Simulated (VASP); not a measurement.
# Tl (Cmce) in VASP: single point with r2SCAN

Aim: the single point of Tl with r2SCAN.

Program: VASP 6.6.1. These are calculated values, not measurements. Logs are shortened: lines on timing, memory, paths and dates and some standing lists are left out, and cuts for length are marked.

### Step 1. The cell of the first run

The typed cell holds 4 atoms: a = 6.415 Å, b = 6.415 Å, c = 5.186 Å, α = 90.00°, β = 90.00°, γ = 144.18°.

### Step 2. Single point, r2SCAN

The input, POSCAR:

```
Tl
1.0
    1.9724480177     -6.1037564826      0.0000000000
    1.9724480177      6.1037564826      0.0000000000
    0.0000000000      0.0000000000      5.1857135682
Tl
4
Direct
    0.1312979669      0.8687020331      0.9999434573
    0.6312979669      0.3687020331      0.5000565427
    0.8687020331      0.1312979669      0.0000565427
    0.3687020331      0.6312979669      0.4999434573
```

The input, INCAR.step1:

```
SYSTEM = Tl
PREC     = Accurate       ! precision mode
ENCUT    = 520            ! plane-wave cutoff, eV
ISMEAR   = 0              ! smearing method
SIGMA    = 0.1            ! smearing width, eV
LREAL    = .FALSE.        ! projectors in reciprocal space
LASPH    = .TRUE.         ! aspherical terms in the spheres
NELM     = 60             ! most SCF steps
NBANDS   = 34             ! bands
GGA      = PE             ! functional
ALGO     = Normal         ! electronic algorithm
EDIFF    = 1E-4           ! SCF threshold, eV
LWAVE    = .TRUE.         ! write WAVECAR
LCHARG   = .FALSE.        ! write CHGCAR
```

The input, INCAR.step2:

```
SYSTEM = Tl
PREC     = Accurate       ! precision mode
ENCUT    = 520            ! plane-wave cutoff, eV
EDIFF    = 1E-6           ! SCF threshold, eV
ISMEAR   = 0              ! smearing method
SIGMA    = 0.1            ! smearing width, eV
LREAL    = .FALSE.        ! projectors in reciprocal space
LASPH    = .TRUE.         ! aspherical terms in the spheres
NELM     = 60             ! most SCF steps
ALGO     = Normal         ! electronic algorithm
ISIF     = 2              ! what is computed and relaxed
LWAVE    = .FALSE.        ! write WAVECAR
LCHARG   = .TRUE.         ! write CHGCAR
METAGGA  = R2SCAN         ! meta-GGA
LMIXTAU  = .TRUE.       
LELF     = .TRUE.         ! ELF
LVHAR    = .TRUE.       
NBANDS   = 34             ! bands
ISTART   = 1
```

The input, KPOINTS:

```
Automatic mesh
0
G
  6 6 4
  0 0 0
```

Potentials or basis: VASP PAW PBE potentials, release 64 (Tl_d).

Command:

```bash
$ cat potpaw_PBE.64/Tl_d/POTCAR > POTCAR
$ cp INCAR.step1 INCAR
$ mpirun -np 1 vasp_std > vasp.out
$ cp INCAR.step2 INCAR
$ mpirun -np 1 vasp_std > vasp.out
```

OUTCAR:

```text
SYSTEM = Tl
   PREC = Accurate
   ENCUT = 520
   EDIFF = 1E-6
   ISMEAR = 0
   LREAL = .FALSE.
   LASPH = .TRUE.
   NELM = 60
   ISIF = 2
   METAGGA = R2SCAN
   ISTART = 1

 ion  position               nearest neighbor table
   1  0.131  0.869  1.000-   3 3.21   2 3.26   2 3.26   2 3.26   2 3.26   3 3.51   3 3.51   4 3.89
                             4 3.89
   2  0.631  0.369  0.500-   4 3.21   1 3.26   1 3.26   1 3.26   1 3.26   4 3.51   4 3.51   3 3.89
                             3 3.89
   3  0.869  0.131  0.000-   1 3.21   4 3.26   4 3.26   4 3.26   4 3.26   1 3.51   1 3.51   2 3.89
                             2 3.89
   4  0.369  0.631  0.500-   2 3.21   3 3.26   3 3.26   3 3.26   3 3.26   2 3.51   2 3.51   1 3.89
                             1 3.89

  LATTYP: Found a base centered orthorhombic cell.
 ALAT       =     3.9448960354
 B/A-ratio  =     3.0945081583
 C/A-ratio  =     1.3145374483

  Lattice vectors:

 A1 = (   1.9724480177,  -6.1037564826,   0.0000000000)
 A2 = (   1.9724480177,   6.1037564826,   0.0000000000)
 A3 = (   0.0000000000,   0.0000000000,   5.1857135682)

Analysis of symmetry for initial positions (statically):
=====================================================================
 Subroutine PRICEL returns:
 Original cell was already a primitive cell.

 Routine SETGRP: Setting up the symmetry group for a
 base centered orthorhombic supercell.

 Subroutine GETGRP returns: Found  8 space group operations
 (whereof  4 operations were pure point group operations)
 out of a pool of  8 trial point group operations.

The static configuration has the point symmetry C_2h.
 The point group associated with its full space group is D_2h.

Analysis of symmetry for dynamics (positions and initial velocities):
=====================================================================
 Subroutine PRICEL returns:
 Original cell was already a primitive cell.

 Routine SETGRP: Setting up the symmetry group for a
 base centered orthorhombic supercell.

 Subroutine GETGRP returns: Found  8 space group operations
 (whereof  4 operations were pure point group operations)
 out of a pool of  8 trial point group operations.

The dynamic configuration has the point symmetry C_2h.
 The point group associated with its full space group is D_2h.

 Subroutine INISYM returns: Found  8 space group operations
 (whereof  4 operations are pure point group operations),
 and found     1 'primitive' translations

[... 97 lines left out ...]
   NELM   =     60;   NELMIN=  2; NELMDL=  0     # of ELM steps
   EDIFF  = 0.1E-05   stopping-criterion for ELM
   LREAL  =      F    real-space projection
   EDIFFG = 0.1E-04   stopping-criterion for IOM
   NSW    =      0    number of steps for IOM
   IBRION =     -1    ionic relax: 0-MD 1-quasi-New 2-CG
   NFREE  =      0    steps in history (QN), initial steepest desc. (CG)
   ISIF   =      2    stress and relaxation
   ISYM   =      2    0-nonsym 1-usesym 2-fastsym
   POTIM  = 0.5000    time-step for ionic-motion
   TEBEG  =    0.0;   TEEND  =   0.0 temperature during run
   PSTRESS=    0.0 pullay stress
   NELECT =      52.0000    total number of electrons
   NUPDOWN=      -1.0000    fix difference up-down
   EMIN   =  10.00;   EMAX   =-10.00  energy-range for DOS
   EFERMI =   0.00;   METHOD = LEGACY
   ISMEAR =     0;   SIGMA  =   0.10  broadening in eV -4-tet -1-fermi 0-gaus
   EFERMI_NEDOS =   21; number of points for ismear=-14 and -15
   IALGO  =     38    algorithm
   IMIX   =      4    mixing-type and parameters
     AMIX     =   0.40;   BMIX     =  1.00
     AMIX_MAG =   1.60;   BMIX_MAG =  1.00
  volume/ion in A,a.u.               =      31.22       210.66
  Fermi-wavevector in a.u.,A,eV,Ry     =   1.222537  2.310261 20.335239  1.494598
  Thomas-Fermi vector in A             =   2.357681
   LORBIT       =      0    0 simple, 1 ext, 2 COOP (PROOUT), +10 PAW based schemes
   METAGGA = R2SCAN    functional components
   LHFCALC =     F    Hartree Fock is set to
   AEXX    =    0.0000 exact exchange contribution
   IVDW    =     0    specifies the selected vdW correction
   LEPSILON=     F    determine dielectric tensor
   LRPA    =     F    only Hartree local field effects (RPA)
 non-spin polarized calculation
 Gauss-broadening in eV      SIGMA  =   0.10
  energy-cutoff  :      520.00
  volume of cell :      124.87
 maximum number of plane-waves:      3400
   NGX = 23   NGY = 23   NGZ = 19

 number of electron      51.9999991 magnetization

 Free energy of the ion-electron system (eV)
  ---------------------------------------------------
  ext. energy  EPLUGINS =         0.00000000
  ---------------------------------------------------
  free energy    TOTEN  =      -212.54262797 eV

  energy without entropy =     -212.53347797  energy(sigma->0) =     -212.53805297

 E-fermi :   5.7693     XC(G=0): -10.3182

 val. band max:        5.7635470232   @ k =   0.5000   0.1667   0.0000
 cond. band min:       5.7820780270   @ k =   0.5000   0.1667   0.2500
 fundamental gap:      0.0185310038
 Fermi energy:         5.7693077407

 k-point     1 :       0.0000    0.0000    0.0000
  band No.  band energies     occupation
      1      -6.8174      2.00000
      2      -6.7839      2.00000
      3      -6.7768      2.00000
      4      -6.7184      2.00000
      5      -6.6747      2.00000
      6      -6.6692      2.00000
[... 877 lines left out ...]
     33      11.5598      0.00000
     34      11.6677      0.00000

 [... further k-points ...]

------------------------ aborting loop because EDIFF is reached ----------------------------------------

  FORCE on cell =-STRESS in cart. coord.  units (eV):
  Direction    XX          YY          ZZ          XY          YZ          ZX
  --------------------------------------------------------------------------------------
  -------------------------------------------------------------------------------------
  Total       -0.2230997      0.0491862     -0.2657624      0.0000000      0.0000000      0.0000000
  in kB       -2.8626503      0.6311215     -3.4100659      0.0000000      0.0000000      0.0000000
  external PRESSURE =      -1.8805316 kB  Pullay stress =       0.0000000 kB

 VOLUME and BASIS-vectors are now :
 -----------------------------------------------------------------------------
  energy-cutoff  :      520.00
  volume of cell :      124.87
      direct lattice vectors                 reciprocal lattice vectors
     1.972448018 -6.103756483  0.000000000     0.253492105 -0.081916767  0.000000000
     1.972448018  6.103756483  0.000000000     0.253492105  0.081916767  0.000000000
     0.000000000  0.000000000  5.185713568     0.000000000  0.000000000  0.192837492

 POSITION                                       TOTAL-FORCE (eV/Angst)
 -----------------------------------------------------------------------------------
      1.97245      4.50093      5.18542         0.000000     -0.022811      0.001539
      1.97245     -1.60282      2.59315         0.000000     -0.022811     -0.001539
      1.97245     -4.50093      0.00029         0.000000      0.022811     -0.001539
      1.97245      1.60282      2.59256         0.000000      0.022811      0.001539
 -----------------------------------------------------------------------------------
    total drift:                               -0.000000     -0.000000     -0.000000

  FREE ENERGIE OF THE ION-ELECTRON SYSTEM (eV)
  ---------------------------------------------------
  free  energy   TOTEN  =      -212.5426279661 eV

  energy  without entropy=     -212.5334779654  energy(sigma->0) =     -212.53805297
```

OSZICAR.step1:

```text
N       E                     dE             d eps       ncg     rms          rms(c)
DAV:   1     0.290966751770E+03    0.29097E+03   -0.27706E+04  2652   0.143E+03
DAV:   2    -0.155322236839E+01   -0.29252E+03   -0.28680E+03  2864   0.323E+02
DAV:   3    -0.871056592918E+01   -0.71573E+01   -0.70965E+01  2994   0.423E+01
DAV:   4    -0.877400977548E+01   -0.63444E-01   -0.63329E-01  2998   0.386E+00
DAV:   5    -0.877518238817E+01   -0.11726E-02   -0.11726E-02  2938   0.515E-01    0.387E+00
DAV:   6    -0.869802301877E+01    0.77159E-01   -0.15421E-01  2820   0.237E+00    0.274E+00
DAV:   7    -0.868658233248E+01    0.11441E-01   -0.72917E-02  2814   0.163E+00    0.932E-01
DAV:   8    -0.868574319134E+01    0.83914E-03   -0.65983E-03  2758   0.467E-01    0.588E-02
DAV:   9    -0.868576507628E+01   -0.21885E-04   -0.55851E-05  1868   0.458E-02
   1 F= -.86857651E+01 E0= -.86806362E+01  d E =-.102577E-01
```

Run time: 4.1 min. Hardware: 1 thread of Intel Xeon 6975P-C (Granite Rapids), shared host; peak memory 0.39 GiB.

Results:

- Free energy: -212.5426 eV
- Pressure: -0.2 GPa
- Largest force: 0.023 eV/Å
- Band gap on the k mesh: zero (bands 26 and 27 overlap by 4.72 eV)

Forces in eV/Å, atoms in the order of the input:
```
Tl   0.000 -0.023  0.002
Tl   0.000 -0.023 -0.002
Tl   0.000  0.023 -0.002
Tl   0.000  0.023  0.002
```

Caveat: the PAW data sets were made with another functional, which shifts forces and pressure a little; spin-orbit coupling is left out, which moves the levels of the heavy elements.
